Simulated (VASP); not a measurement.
Set up this calculation in VASP 6.6.1, as the native input.

* Task: relaxation of cell and atoms
* Functional: PBEsol
* Potentials or basis: VASP PAW PBE potentials, release 64 (Ru_pv)
* Cutoff: 600 eV
* k mesh: 14 × 14 × 14
* Occupations: gaussian, width 0.1 eV
* Spin: no spin polarisation
* Dipole correction: no
* Further INCAR settings: ALGO = Fast; EDIFF = 1e-06; IBRION = 2; EDIFFG = -0.01; NSW = 100; ISIF = 3

The structure of Ru lies in POSCAR:

```
Ru
1.0
    0.0000000000      2.6950962373      2.6950962373
    2.6950962373      0.0000000000      2.6950962373
    2.6950962373      2.6950962373      0.0000000000
Ru
2
Direct
    0.0000000000      0.0000000000      0.0000000000
    0.2500000000      0.2500000000      0.2500000000
```

One way to write it, as run:

INCAR

```
  ALGO = Fast
  EDIFF = 1E-6
  EDIFFG = -0.01
  ENCUT = 600
  GGA = PS
  IBRION = 2
  ISIF = 3
  ISMEAR = 0
  LASPH = True
  LCHARG = False
  LREAL = False
  LWAVE = False
  NELM = 60
  NSW = 100
  PREC = Accurate
  SIGMA = 0.1
```

KPOINTS

```
k-points
0
Gamma
  14 14 14
```

Potentials or basis: VASP PAW PBE potentials, release 64 (Ru_pv).

Command:

```bash
$ cat potpaw_PBE.64/Ru_pv/POTCAR > POTCAR
$ mpirun -np 1 vasp_std > vasp.out
```

Results of the run:

```json
{
 "Relaxed volume": "19.61 Å³/atom",
 "Relaxed cell": "a = 3.814 Å, b = 3.814 Å, c = 3.814 Å, α = 60.00°, β = 60.00°, γ = 60.00°",
 "Space group after relaxing (to 0.05 Å)": "Fd-3m (No. 227)",
 "Energy gained by relaxing": "0.0 meV/atom",
 "Ionic steps": "3",
 "Pressure after relaxing": "0.0 GPa",
 "Band gap on the k mesh": "zero (band 14 reaches 7.72 eV, above the bottom of band 15 at 6.76 eV)"
}
```

Caveat: the PAW data sets were made with another functional, which shifts forces and pressure a little.

Run time: 80 s on 1 thread of Intel(R) Xeon(R) 6975P-C (Granite Rapids), with other jobs on the host, peak memory 0.22 GiB.
